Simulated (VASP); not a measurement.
A run of VASP 6.6.1 is set up as follows.

INCAR

```
SYSTEM = Ru
PREC = Accurate
ENCUT = 560
EDIFF = 1E-6
ISMEAR = -1
SIGMA = 0.1
LREAL = .FALSE.
LASPH = .TRUE.
NELM = 120
ALGO = Normal
ISIF = 2
LWAVE = .FALSE.
LCHARG = .FALSE.
NBANDS = 40
GGA_COMPAT = .FALSE.
```

KPOINTS

```
Automatic mesh
0
G
  14 9 8
  0 0 0
```

POSCAR

```
Ru
1.0
   -1.3376082022      2.3168053669      0.0000000000
    0.0000000000      0.0000000000      4.2244496844
    4.0128246067      2.3168053669      0.0000000000
Ru
4
Direct
    0.5000000000      0.2500000000      0.1666666670
    0.0000000000      0.2500000000      0.6666666670
    0.0000000000      0.7500000000      0.3333333330
    0.5000000000      0.7500000000      0.8333333330
```

Potentials or basis: VASP PAW LDA potentials, release 64 (Ru_sv).

Run with:

```sh
$ cat potpaw_LDA.64/Ru_sv/POTCAR > POTCAR
$ mpirun -np 1 vasp_std > vasp.out
```

**Question.** Predict the largest force.

**Answer.** 0.010 eV/Å.

**Question.** Predict the pressure.

**Answer.** 0.6 GPa.

Forces on the atoms (eV/Å):
```
Ru  -0.009 -0.005  0.000
Ru  -0.009 -0.005  0.000
Ru   0.009  0.005  0.000
Ru   0.009  0.005  0.000
```
